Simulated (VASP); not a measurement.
Input of a VASP 6.6.1 run:

INCAR

```
SYSTEM = Sn
PREC = Accurate
ENCUT = 520
EDIFF = 1E-7
ISMEAR = 1
SIGMA = 0.01
LREAL = .FALSE.
LASPH = .TRUE.
NELM = 80
ALGO = Fast
ISIF = 2
LWAVE = .FALSE.
LCHARG = .TRUE.
GGA = PE
LELF = .TRUE.
LVHAR = .TRUE.
NBANDS = 21
```

File KPOINTS:

```
regular mesh
0
G
  6 6 6
  0 0 0
```

Contents of POSCAR:

```
Sn
1.0
    0.0000000000      3.2333428000      3.2333428000
    3.2333428000      0.0000000000      3.2333428000
    3.2333428000      3.2333428000      0.0000000000
Sn
2
Direct
    0.7500000000      0.7500000000      0.7500000000
    0.5000000000      0.5000000000      0.5000000000
```

Potentials or basis: VASP PAW PBE potentials, release 64 (Sn_d).

Run with:

```sh
$ cat potpaw_PBE.64/Sn_d/POTCAR > POTCAR
$ mpirun -np 1 vasp_std > vasp.out
```

Task: What does it give for the pressure?

Result: 3.8 GPa.

Task: What does it give for the band gap on the k mesh?

Result: Zero (band 14 reaches 5.85 eV, above the bottom of band 15 at 5.77 eV).

Caveat: spin-orbit coupling is left out, which moves the levels of the heavy elements.
